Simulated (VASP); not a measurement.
Write the native input for VASP 6.6.1 that does the following.

```yaml
Task: single point
Functional: PBE
Dispersion: D3(BJ)
Potentials_or_basis: VASP PAW PBE potentials, release 64 (Al, N, O)
Cutoff: 520 eV
k_mesh: 3 × 3 × 1
Occupations: fermi-dirac, width 0.1 eV
Spin: no spin polarisation
Dipole_correction: no
Further_INCAR_settings: ALGO = Normal; EDIFF = 1e-06; NBANDS = 36
```

The structure of Al12NO lies in POSCAR:

```
Al12NO
1.0
    5.7275650000      0.0000000000      0.0000000000
    2.8637820000      4.9602170000      0.0000000000
    0.0000000000      0.0000000000     18.6765370000
Al N O
12 1 1
Direct
    0.1666684945      0.1666660955      0.0535431167
    0.6666715499      0.1666660955      0.0535431167
    0.1666709227      0.6666643818      0.0535431167
    0.6666739781      0.6666643818      0.0535431167
   -0.1655103713      0.3351063068      0.1793694409
    0.3321641188      0.3344208530      0.1792248745
   -0.1690463266      0.8373625589      0.1803599886
    0.3330677816      0.8342578561      0.1789089701
   -0.0025619092      0.0020160408      0.3069894596
    0.5026089426      0.0025402114      0.3082155969
    0.0036505439      0.4933655120      0.3057151334
    0.4990874614      0.5019740064      0.3057526136
    0.3308464014     -0.0336074006      0.4261336028
    0.3511216282     -0.0121768866      0.4868836230
```

One way to write it, as run:

INCAR

```
SYSTEM = Al12NO
ALGO     = Normal         ! electronic algorithm
EDIFF    = 1E-6           ! SCF threshold, eV
ENCUT    = 520            ! plane-wave cutoff, eV
GGA      = PE             ! functional
ISIF     = 2              ! what is computed and relaxed
ISMEAR   = -1             ! smearing method
IVDW     = 12             ! dispersion correction
LASPH    = .TRUE.         ! aspherical terms in the spheres
LCHARG   = .FALSE.        ! write CHGCAR
LREAL    = .FALSE.        ! projectors in reciprocal space
LWAVE    = .FALSE.        ! write WAVECAR
NBANDS   = 36             ! bands
NELM     = 100            ! most SCF steps
PREC     = Accurate       ! precision mode
SIGMA    = 0.1            ! smearing width, eV
```

KPOINTS

```
k-points
0
G
  3 3 1
  0 0 0
```

Potentials or basis: VASP PAW PBE potentials, release 64 (Al, N, O).

Command:

```sh
$ cat potpaw_PBE.64/Al/POTCAR potpaw_PBE.64/N/POTCAR potpaw_PBE.64/O/POTCAR > POTCAR
$ mpirun -np 1 vasp_std > vasp.out
```

It gave:

```
Largest force              : 3.602 eV/Å
Band gap on the k mesh     : zero (an odd number of electrons rules out a gap without spin polarisation)
Dispersion energy per atom : -0.205 eV
```

Caveat: the k points lie up to 0.42 Å⁻¹ apart, too coarse for converged energies and pressures of a metal; the standard files for N, O and F lose accuracy on very short bonds; there is no dipole correction, which matters where the two faces differ; an odd number of electrons without spin polarisation forces a metal; a magnetic or distorted state may lie lower.

Run time: 13 min on 1 thread of Intel Xeon 8259CL, on a shared host, peak memory 0.65 GiB.
